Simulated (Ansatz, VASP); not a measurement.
**Si3F in VASP and in Ansatz**

```
Si F
1.0
     5.15007    0.00000    0.00000
    -2.57504    4.46009    0.00000
     0.00000    0.00000    4.87514
Si F
6 2
Cartesian
  1.1054 1.9146 1.2188
  -1.1054 1.9146 3.6564
  2.9393 0.0000 1.2188
  1.4696 2.5455 3.6564
  -1.4696 2.5455 1.2188
  2.2108 0.0000 3.6564
  0.0000 0.0000 0.0000
  0.0000 0.0000 2.4376
```

Alike in both runs: functional PBE; k mesh 12 × 12 × 8; occupations gaussian, width 0.1 eV; no spin polarisation.

Ansatz relaxed the structure, and its values are those at the end. VASP's run is a single point on that final structure, the one shown.

|  | VASP | Ansatz |
| --- | --- | --- |
| version | VASP 6.6.1 | Ansatz 0.2.0 |
| potentials or method | VASP PAW PBE potentials, release 64 (Si, F), cutoff 520 eV | scalar-relativistic, plane waves, PAW |
| valence electrons in the cell | 38 | 38 |

|  | VASP | Ansatz | Ansatz less VASP |
| --- | --- | --- | --- |
| gap on the k mesh at the Fermi level (eV) | none | none | - |
| pressure (GPa) | -0.1 | 0.0 | +0.10 |

A gap of «none» marks a metal or a gap that the smearing closes.
